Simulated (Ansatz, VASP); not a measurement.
**One calculation of HfO2, two programs**

```
Hf O
1.0
     4.83828    0.00000    0.00000
     0.00000    4.83828    0.00000
     0.00000    0.00000    3.28441
Hf O
2 4
Direct
  0.00000 0.00000 0.00000
  0.50000 0.50000 0.50000
  0.30613 0.30613 0.00000
  0.19387 0.80613 0.50000
  0.80613 0.19387 0.50000
  0.69387 0.69387 0.00000
```

Change from the starting cell: uniaxial_z strain +2.0%.

Alike in both runs: task single point; functional PBE; k mesh 6 × 6 × 8; occupations fermi-dirac, width 0.02 eV; no spin polarisation.

|  | VASP | Ansatz |
| --- | --- | --- |
| version | VASP 6.6.1 | Ansatz 0.2.0 |
| potentials or method | VASP PAW PBE potentials, release 64 (Hf_pv, O) | plane waves, PAW |
| plane-wave cutoff (eV) | 520 | 420 |
| valence electrons in the cell | 44 | 76 |

|  | VASP | Ansatz | Ansatz less VASP |
| --- | --- | --- | --- |
| gap on the k mesh at the Fermi level (eV) | 3.90 | 3.96 | +0.060 |
| pressure (GPa) | -2.8 | -0.1 | +2.77 |
| traceless stress, the component that is largest in VASP (GPa) | -4.30 | -3.77 | +0.528 |
| rms of the force components (eV/Å) | 0.005 | 0.014 | +0.0085 |

Atom by atom the forces differ by 0.019 eV/Å (rms over components). VASP's potentials hold 44 valence electrons a cell and Ansatz's 76, so a difference there can come from the potentials and not from the codes.

Neither program's run includes spin-orbit coupling.
